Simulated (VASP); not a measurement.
# InSb3 (R-3m) in VASP: notebook, part 2 of 2

VASP 6.6.1.

**3. Single point, PBEsol**

The input, INCAR:

```
  PREC = Accurate
  ENCUT = 520
  EDIFF = 1E-6
  ISMEAR = 0
  SIGMA = 0.15
  LREAL = F
  LASPH = T
  NELM = 100
  ALGO = Normal
  ISIF = 2
  LWAVE = F
  LCHARG = F
  GGA = PS
  NBANDS = 22
```

The input, KPOINTS:

```
Automatic mesh
0
Gamma
  8 8 8
```

The input, POSCAR:

```
InSb3
1.0
    4.6338930603      0.1654961807      0.1654961807
    0.1654961807      4.6338930603      0.1654961807
    0.1654961807      0.1654961807      4.6338930603
In Sb
1 3
Direct
    0.0000000000      0.0000000000      0.0000000000
    0.5000000000      0.0000000000      0.5000000000
    0.0000000000      0.5000000000      0.5000000000
    0.5000000000      0.5000000000      0.0000000000
```

Potentials or basis: VASP PAW PBE potentials, release 64 (In_d, Sb).

The run is started by

```
> cat potpaw_PBE.64/In_d/POTCAR potpaw_PBE.64/Sb/POTCAR > POTCAR
> mpirun -np 1 vasp_std > vasp.out
```

OUTCAR:

```text
PREC = Accurate
   ENCUT = 520
   EDIFF = 1E-6
   ISMEAR = 0
   LREAL = F
   LASPH = T
   NELM = 100
   ISIF = 2
   GGA = PS

 ion  position               nearest neighbor table
   1  0.000  0.000  0.000-   2 3.16   3 3.16   3 3.16   4 3.16   2 3.16   4 3.16   4 3.40   4 3.40
                             3 3.40   2 3.40   2 3.40   3 3.40
   2  0.500  0.000  0.500-   1 3.16   4 3.16   3 3.16   4 3.16   1 3.16   3 3.16   3 3.40   3 3.40
                             1 3.40   4 3.40   1 3.40   4 3.40
   3  0.000  0.500  0.500-   1 3.16   4 3.16   1 3.16   2 3.16   2 3.16   4 3.16   2 3.40   2 3.40
[... 806 lines left out ...]
  --------------------------------------------------------------------------------------
  -------------------------------------------------------------------------------------
  Total        3.1845656      3.1845656      3.1845656     -1.1618115     -1.1618115     -1.1618115
  in kB       51.4692777     51.4692777     51.4692777    -18.7773168    -18.7773168    -18.7773168
  external PRESSURE =      51.4692777 kB  Pullay stress =       0.0000000 kB

 VOLUME and BASIS-vectors are now :
 -----------------------------------------------------------------------------
  energy-cutoff  :      520.00
  volume of cell :       99.13
      direct lattice vectors                 reciprocal lattice vectors
     4.633893060  0.165496181  0.165496181     0.216334111 -0.007459797 -0.007459797
     0.165496181  4.633893060  0.165496181    -0.007459797  0.216334111 -0.007459797
     0.165496181  0.165496181  4.633893060    -0.007459797 -0.007459797  0.216334111

 POSITION                                       TOTAL-FORCE (eV/Angst)
 -----------------------------------------------------------------------------------
      0.00000      0.00000      0.00000        -0.000000     -0.000000     -0.000000
      2.39969      0.16550      2.39969         0.000000     -0.000000      0.000000
      0.16550      2.39969      2.39969        -0.000000      0.000000     -0.000000
      2.39969      2.39969      0.16550         0.000000      0.000000     -0.000000
 -----------------------------------------------------------------------------------
    total drift:                                0.000000     -0.000000     -0.000000

  FREE ENERGIE OF THE ION-ELECTRON SYSTEM (eV)
  ---------------------------------------------------
  free  energy   TOTEN  =       -15.8518240242 eV

  energy  without entropy=      -15.8240582535  energy(sigma->0) =      -15.83794114
```

stdout:

```text
POSCAR found type information on POSCAR InSb
 POSCAR found :  2 types and       4 ions
 scaLAPACK will be used
 -----------------------------------------------------------------------------
|                                                                             |
|                                                                             |
|     You enforced a specific xc type in the INCAR file but a different       |
|     I HOPE YOU KNOW WHAT YOU ARE DOING!                                     |
|                                                                             |
 -----------------------------------------------------------------------------

 LDA part: xc-table for (Slater+PW92), standard interpolation
 POSCAR, INCAR and KPOINTS ok, starting setup
 FFT: planning ... GRIDC
 FFT: planning ... GRID_SOFT
 FFT: planning ... GRID
 WAVECAR not read
 entering main loop
```

Run time: 2.3 min. Hardware: 1 thread of Intel Xeon 8259CL, shared host; peak memory 0.29 GiB.

Results:

```
Free energy            : -15.8518 eV
Pressure               : 5.1 GPa
Band gap on the k mesh : zero (bands 14 and 15 overlap by 4.40 eV)
```

Levels at points of the mesh, in eV from the Fermi level:
```tsv
k point	band 12	band 13	band 14	band 15	band 16	band 17
(0.00, 0.00, 0.00)	-3.56	-0.02	-0.02	1.16	1.49	2.60
(0.50, 0.00, 0.00)	-2.51	-2.14	-1.21	-0.98	1.52	2.65
(0.50, 0.50, 0.00)	-1.60	-1.48	-1.11	-0.94	0.13	1.13
(0.50, 0.50, 0.50)	-5.50	-4.93	3.42	3.42	4.24	4.78
```

Caveat: the cell stands under pressure; the PAW data sets were made with another functional, which shifts forces and pressure a little; spin-orbit coupling is left out, which moves the levels of the heavy elements.

**4. Single point, PBEsol**

This run uses another cell than the first one, of 24.83 Å³/atom.

The input, INCAR:

```
SYSTEM = InSb3
ALGO = Normal ; EDIFF = 1E-6
ENCUT = 520 ; GGA = PS
ISIF = 2 ; ISMEAR = 0
LASPH = .TRUE. ; LCHARG = .FALSE.
LREAL = .FALSE. ; LWAVE = .FALSE.
NBANDS = 22 ; NELM = 60
PREC = Accurate ; SIGMA = 0.15
```

The input, KPOINTS:

```
k-points
0
G
  8 8 8
  0 0 0
```

The input, POSCAR:

```
InSb3
1.0
    4.6338930603      0.1104095949      0.1104095949
    0.1104095949      4.6338930603      0.1104095949
    0.1104095949      0.1104095949      4.6338930603
In Sb
1 3
Direct
    0.0000000000      0.0000000000      0.0000000000
    0.5000000000      0.0000000000      0.5000000000
    0.0000000000      0.5000000000      0.5000000000
    0.5000000000      0.5000000000      0.0000000000
```

The run is started by

```
> cat potpaw_PBE.64/In_d/POTCAR potpaw_PBE.64/Sb/POTCAR > POTCAR
> mpirun -np 1 vasp_std > vasp.out
```

Wall time 2.2 min (1 thread of Intel Xeon 8259CL, shared host); peak memory 0.29 GiB.

The run converged. Its results:

```
Free energy            : -15.9257 eV
Pressure               : 4.6 GPa
Band gap on the k mesh : zero (bands 14 and 15 overlap by 4.68 eV)
```

Stress tensor (GPa, compression positive):
```
 4.63 -1.29 -1.29
-1.29  4.63 -1.29
-1.29 -1.29  4.63
```

Levels at points of the mesh, in eV from the Fermi level:
```csv
k point,band 12,band 13,band 14,band 15,band 16,band 17
"(0.00, 0.00, 0.00)",-3.57,0.17,0.17,1.17,1.37,2.33
"(0.50, 0.00, 0.00)",-2.49,-2.22,-1.24,-1.01,1.86,2.66
"(0.50, 0.50, 0.00)",-1.61,-1.41,-1.26,-1.02,-0.05,1.02
"(0.50, 0.50, 0.50)",-5.51,-4.98,3.66,3.66,4.20,4.59
```

Caveat: the cell stands under pressure; the PAW data sets were made with another functional, which shifts forces and pressure a little; spin-orbit coupling is left out, which moves the levels of the heavy elements.

**5. Summary**

| cell | gap on the mesh (eV) | pressure (GPa) |
| --- | --- | --- |
| a = 4.640 Å, angles 94.0°, 4 atoms | none | 5.0 |
| a = 4.640 Å, angles 85.8°, 4 atoms | none | 5.1 |
| a = 4.637 Å, angles 87.2°, 4 atoms | none | 4.6 |

Alike in all rows: task single point; level PBEsol; potentials or basis VASP PAW PBE potentials, release 64 (In_d, Sb); no spin polarisation; k mesh 8 × 8 × 8; cutoff (eV) 520; smearing gaussian 0.15 eV.

Caveats: the cell stands under pressure; the PAW data sets were made with another functional, which shifts forces and pressure a little; spin-orbit coupling is left out, which moves the levels of the heavy elements.

Absolute energies hang on the potentials; compare differences alone.
